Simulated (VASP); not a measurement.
Ba3Al, 4 atoms in the cell. The structure is tetragonal, space group I4/mmm (No. 139). The conventional cell has a = 5.635 Å, b = 5.635 Å, c = 10.599 Å, α = 90.00°, β = 90.00°, γ = 90.00°. Ba (site symmetry 4/mmm) has 8 Ba at 3.87 Å and 6 Al at 3.98 to 5.30 Å within 5.3 Å. Ba (site symmetry -4m2) has 10 Ba at 3.87 to 5.30 Å and 4 Al at 3.87 Å within 5.3 Å. Al (site symmetry 4/mmm) has 14 Ba at 3.87 to 5.30 Å within 5.3 Å. 

| Quantity | Value |
| --- | --- |
| Program | VASP 6.6.1 |
| Task | single point |
| Functional | PBE |
| Potentials or basis | VASP PAW PBE potentials, release 64 (Ba_sv, Al) |
| Cutoff | 520 eV |
| k mesh | 6 × 6 × 6 |
| Occupations | gaussian, width 0.1 eV |
| Spin | no spin polarisation |
| Dipole correction | no |
| Further INCAR settings | ALGO = Fast; EDIFF = 1e-06; NBANDS = 24 |

Potentials or basis: VASP PAW PBE potentials, release 64 (Ba_sv, Al).

Command:

```console
$ cat potpaw_PBE.64/Ba_sv/POTCAR potpaw_PBE.64/Al/POTCAR > POTCAR
$ mpirun -np 1 vasp_std > vasp.out
```

Hardware: 1 thread of Intel Xeon 8259CL (shared host).

Task: Estimate the wall time of this run.

Result: It took 5.6 min on 1 thread of Intel Xeon 8259CL, on a shared host, peak memory 0.4 GiB. Counts: scf iterations 14, k points 30.
